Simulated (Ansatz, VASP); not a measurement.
Al7InAs8: VASP beside Ansatz

```
In Al As
1.0
     5.72384   -5.72384    0.00000
     5.72384    0.00000    5.72384
     0.00000   -5.72384    5.72384
In Al As
1 7 8
Cartesian
  2.8619 -2.8619 0.0000
  2.8668 -5.7238 2.8619
  5.7238 -2.8668 2.8619
  5.7238 -5.7238 5.7189
  0.0000 0.0000 0.0049
  0.0000 -2.8570 2.8619
  2.8570 0.0000 2.8619
  2.8619 -2.8619 5.7238
  4.3535 -7.0942 7.2154
  4.2927 -4.2927 4.2930
  7.0942 -7.0942 9.9561
  7.0942 -4.3535 7.2154
  7.1550 -10.0166 7.1546
  7.1550 -7.1550 4.2930
  10.0773 -10.0773 9.9561
  10.0166 -7.1550 7.1546
```

Alike in both runs: task single point; functional PBEsol; k mesh 4 × 4 × 4; occupations gaussian, width 0.02 eV; no spin polarisation.

|  | VASP | Ansatz |
| --- | --- | --- |
| version | VASP 6.6.1 | Ansatz 0.2.0 |
| potentials or method | VASP PAW PBE potentials, release 64 (In_d, Al, As), cutoff 520 eV | scalar-relativistic, plane waves, PAW |
| valence electrons in the cell | 74 | 154 |

|  | VASP | Ansatz | Ansatz less VASP |
| --- | --- | --- | --- |
| gap on the k mesh at the Fermi level (eV) | 1.33 | 1.34 | +0.010 |
| least direct gap on the mesh (eV) | 1.33 | 1.34 | +0.010 |
| pressure (GPa) | 0.2 | 0.0 | -0.25 |

VASP's potentials were made for PBE, not for PBEsol. VASP's potentials hold 74 valence electrons a cell and Ansatz's 154, so a difference there can come from the potentials and not from the codes.
